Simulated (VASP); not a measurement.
Crystal: SnPbO2.

```
Sn Pb O
1.0
     3.88000    0.00000    0.00000
     0.00000    3.88000    0.00000
     0.00000    0.00000    4.90000
Sn Pb O
1 1 2
Direct
  0.00000 0.00000 0.23000
  0.50000 0.50000 0.76000
  0.00000 0.50000 0.00000
  0.50000 0.00000 0.00000
```

| Item | Value |
| --- | --- |
| Program | VASP 6.6.1 |
| Task | relaxation of cell and atoms |
| Functional | PBE |
| Potentials or basis | VASP PAW PBE potentials, release 64 (Sn_d, Pb_d, O) |
| Cutoff | 600 eV |
| k mesh | 4 × 4 × 3 |
| Occupations | gaussian, width 0.15 eV |
| Spin | no spin polarisation |

At the start: pressure 6.4 GPa; volume 18.44 Å³/atom.

Where does the relaxation end?

Over 5 steps the energy falls by 44.3 meV/atom and the volume is 19.55 Å³/atom (+6.0 %); space group P4mm (No. 99, to 0.05 Å).

Step by step:
| step | energy change (eV) | largest force (eV/Å) | pressure (GPa) | volume (Å³) |
| --- | --- | --- | --- | --- |
| 1 | 0.0000 | 1.6929 | 6.44 | 73.77 |
| 2 | -0.0768 | 1.2177 | -4.66 | 81.96 |
| 3 | -0.1473 | 0.7987 | -0.77 | 78.40 |
| 4 | -0.1755 | 0.2156 | -0.05 | 78.25 |
| 5 | -0.1772 | 0.0638 | 0.19 | 78.20 |

Final structure:
```xyz
4
Lattice="3.9560 0.0000 0.0000 0.0000 3.9560 0.0000 0.0000 0.0000 4.9970" Properties=species:S:1:pos:R:3 pbc="T T T"
Sn    0.0000    0.0000    1.0999
Pb    1.9780    1.9780    3.7406
O     0.0000    1.9780    0.0533
O     1.9780    3.9560    0.0533
```

Caveat: the k points lie up to 0.42 Å⁻¹ apart in the final cell; the relaxation stopped at a loose force limit of 0.08 eV/Å, so its end isn't a converged minimum.
